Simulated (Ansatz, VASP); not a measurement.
Two plane-wave programs on Pd

```
CELL_PARAMETERS angstrom
0.00000 1.97238 1.97238
1.97238 0.00000 1.97238
1.97238 1.97238 0.00000
ATOMIC_POSITIONS crystal
Pd 0.00000 0.00000 0.00000
```

Alike in both runs: functional PBE; k mesh 17 × 17 × 17; occupations fermi-dirac, width 0.08 eV; no spin polarisation.

Ansatz relaxed the structure, and its values are those at the end. VASP's run is a single point on that final structure, the one shown.

|  | VASP | Ansatz |
| --- | --- | --- |
| version | VASP 6.6.1 | Ansatz 0.2.0 |
| potentials or method | VASP PAW PBE potentials, release 64 (Pd) | PAW with Ansatz's default frozen-core files, scalar-relativistic |
| plane-wave cutoff (eV) | 520 | 420 |
| valence electrons in the cell | 10 | 18 |

|  | VASP | Ansatz | Ansatz less VASP |
| --- | --- | --- | --- |
| pressure (GPa) | -0.3 | 0.0 | +0.28 |

VASP's potentials hold 10 valence electrons a cell and Ansatz's 18, so a difference there can come from the potentials and not from the codes.
